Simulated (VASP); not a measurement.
Input of a VASP 6.6.1 run:

INCAR

```
SYSTEM = SiC
  PREC = Accurate
  ENCUT = 520
  EDIFF = 1E-6
  ISMEAR = -1
  SIGMA = 0.05
  LREAL = .FALSE.
  LASPH = .TRUE.
  NELM = 80
  ALGO = Normal
  ISIF = 2
  LWAVE = .FALSE.
  LCHARG = .FALSE.
  GGA = PS
  IVDW = 12
  NBANDS = 16
```

Contents of KPOINTS:

```
Automatic mesh
0
G
  10 10 5
  0 0 0
```

POSCAR

```
SiC
1.0
    3.0586006297      0.0000000000      0.0000000000
   -1.5293003149      2.6488258454      0.0000000000
    0.0000000000      0.0000000000      5.0183964727
Si C
2 2
Direct
    0.6666666667      0.3333333333      0.5045958227
    0.3333333333      0.6666666667      0.0045958227
    0.6666666667      0.3333333333      0.8804041773
    0.3333333333      0.6666666667      0.3804041773
```

Potentials or basis: VASP PAW PBE potentials, release 64 (Si, C).

Command:

```bash
$ cat potpaw_PBE.64/Si/POTCAR potpaw_PBE.64/C/POTCAR > POTCAR
$ mpirun -np 1 vasp_std > vasp.out
```

Task: Predict the pressure.

Result: 0.4 GPa.

Task: Predict the band gap on the k mesh.

Result: 2.24 eV, indirect (least direct gap 3.88 eV).

Caveat: the PAW data sets were made with another functional, which shifts forces and pressure a little. A k mesh can miss the band edges.
